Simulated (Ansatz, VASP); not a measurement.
KMgF3: VASP beside Ansatz

```
CELL_PARAMETERS angstrom
4.01623 0.00000 0.00000
0.00000 4.01623 0.00000
0.00000 0.00000 4.01623
ATOMIC_POSITIONS crystal
K 0.50000 0.50000 0.50000
Mg 0.00000 0.00000 0.00000
F 0.50000 0.00000 0.00000
F 0.00000 0.50000 0.00000
F 0.00000 0.00000 0.50000
```

Alike in both runs: functional PBE; dispersion D3(BJ); k mesh 6 × 6 × 6; no spin polarisation.

Ansatz relaxed the structure, and its values are those at the end. VASP's run is a single point on that final structure, the one shown.

```csv
,VASP,Ansatz
version,VASP 6.6.1,Ansatz 0.2.0
potentials or method,"VASP PAW PBE potentials, release 64 (K_sv, Mg, F)","plane waves, PAW"
plane-wave cutoff (eV),520,420
occupations,"gaussian, width 0.01 eV",fixed
valence electrons in the cell,32,40
```

Ansatz gave:

```
pressure (GPa) : 0.0
```

**Question.** Estimate VASP's values.

**Answer.** Pressure (GPa): -0.4.

VASP's potentials hold 32 valence electrons a cell and Ansatz's 40, so a difference there can come from the potentials and not from the codes.
